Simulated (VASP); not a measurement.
Write the native input for VASP 6.6.1 that does the following.

```
Task                   : single point
Functional             : revPBE
Potentials or basis    : VASP PAW PBE potentials, release 64 (Fe)
Cutoff                 : 520 eV
k mesh                 : 13 × 13 × 13
Occupations            : fermi-dirac, width 0.1 eV
Spin                   : no spin polarisation
Dipole correction      : no
Further INCAR settings : ALGO = Normal; EDIFF = 1e-07; NBANDS = 15
```

The structure of Fe lies in POSCAR:

```
Fe
1.0
    0.0000000000      2.4526971635      2.4526971635
    2.4526971635      0.0000000000      2.4526971635
    2.4526971635      2.4526971635      0.0000000000
Fe
2
Direct
    0.1250000000      0.1250000000      0.1250000000
    0.8750000000      0.8750000000      0.8750000000
```

These files were run (other wordings do the same):

INCAR

```
ALGO = Normal
EDIFF = 1E-7
ENCUT = 520
GGA = RE
ISIF = 2
ISMEAR = -1
LASPH = True
LCHARG = False
LREAL = False
LWAVE = False
NBANDS = 15
NELM = 100
PREC = Accurate
SIGMA = 0.1
```

KPOINTS

```
k-points
0
Gamma
  13 13 13
```

Potentials or basis: VASP PAW PBE potentials, release 64 (Fe).

The run is started by

```bash
$ cat potpaw_PBE.64/Fe/POTCAR > POTCAR
$ mpirun -np 1 vasp_std > vasp.out
```

Results of the run:

```yaml
Pressure: -1.3 GPa
Band_gap_on_the_k_mesh: zero (band 8 reaches 3.90 eV, above the bottom of band 9 at 3.13 eV)
```

Caveat: the PAW data sets were made with another functional, which shifts forces and pressure a little; the run has no spin polarisation, though such a crystal can be magnetic.

Run time: 20 s on 1 thread of Intel(R) Xeon(R) Platinum 8559C (Emerald Rapids), with other jobs on the host, peak memory 0.17 GiB.
